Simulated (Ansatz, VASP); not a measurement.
# One calculation of KCl, two programs

```
K Cl
1.0
     0.00000    3.14226    3.14226
     3.14226    0.00000    3.14226
     3.14226    3.14226    0.00000
K Cl
1 1
Direct
  0.00000 0.00000 0.00000
  0.50000 0.50000 0.50000
```

Alike in both runs: task single point; functional PBEsol; k mesh 6 × 6 × 6; no spin polarisation.

|  | VASP | Ansatz |
| --- | --- | --- |
| version | VASP 6.6.1 | Ansatz 0.2.0 |
| potentials or method | VASP PAW PBE potentials, release 64 (K_sv, Cl), cutoff 500 eV | scalar-relativistic, plane waves, PAW |
| occupations | gaussian, width 0.01 eV | fixed |
| valence electrons in the cell | 16 | 16 |

```tsv
	VASP	Ansatz	Ansatz less VASP
gap on the k mesh at the Fermi level (eV)	5.04	5.04	+0.004
least direct gap on the mesh (eV)	5.04	5.04	+0.004
pressure (GPa)	-0.3	-0.3	-0.03
```

VASP's potentials were made for PBE, not for PBEsol.
